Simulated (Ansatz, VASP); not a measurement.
**Zn in VASP and in Ansatz**

File INCAR:

```
SYSTEM = Zn
ALGO = Normal ; EDIFF = 1E-6
ENCUT = 520 ; GGA = PE
ISIF = 2 ; ISMEAR = -1
LASPH = .TRUE. ; LCHARG = .FALSE.
LREAL = .FALSE. ; LWAVE = .FALSE.
NBANDS = 12 ; NELM = 100
PREC = Accurate ; SIGMA = 0.08
```

File KPOINTS:

```
k-points
0
G
  17 17 17
  0 0 0
```

POSCAR

```
Zn
1.0
    2.3347375317      0.0000000000      0.0000000000
    0.0000000000      2.3347375317      0.0000000000
    0.0000000000      0.0000000000      2.3347375317
Zn
1
Direct
    0.0000000000      0.0000000000      0.0000000000
```

Input for Ansatz:

```yaml
crystal:
  lattice:
    - [2.3347375317, 0.0, 0.0]
    - [0.0, 2.3347375317, 0.0]
    - [0.0, 0.0, 2.3347375317]
  atoms:
    - { symbol: Zn, position: [0.0, 0.0, 0.0] }
kpoints:
  mp_grid: { grid: [17, 17, 17] }
scf:
  occupations: { method: fermi_dirac, width: 0.08 }
hamiltonian:
  xc: pbe
  pseudopotentials: { kind: nc }
output:
  forces: true
  stress: true
  eigenvalues: true
```

Change from the starting cell: volume scaled by 0.7, norm-conserving files.

Alike in both runs: task single point; functional PBE; k mesh 17 × 17 × 17; occupations fermi-dirac, width 0.08 eV; no spin polarisation.

|  | VASP | Ansatz |
| --- | --- | --- |
| version | VASP 6.6.1 | Ansatz 0.2.0 |
| potentials or method | VASP PAW PBE potentials, release 64 (Zn) | norm-conserving pseudopotentials, scalar-relativistic |
| plane-wave cutoff (eV) | 520 | 1143 |
| valence electrons in the cell | 12 | 20 |

```csv
,VASP,Ansatz,Ansatz less VASP
pressure (GPa),43.1,42.5,-0.55
```

Both programs put the cell under a high pressure, so it lies far from rest at this level. VASP's potentials hold 12 valence electrons a cell and Ansatz's 20, so a difference there can come from the potentials and not from the codes.
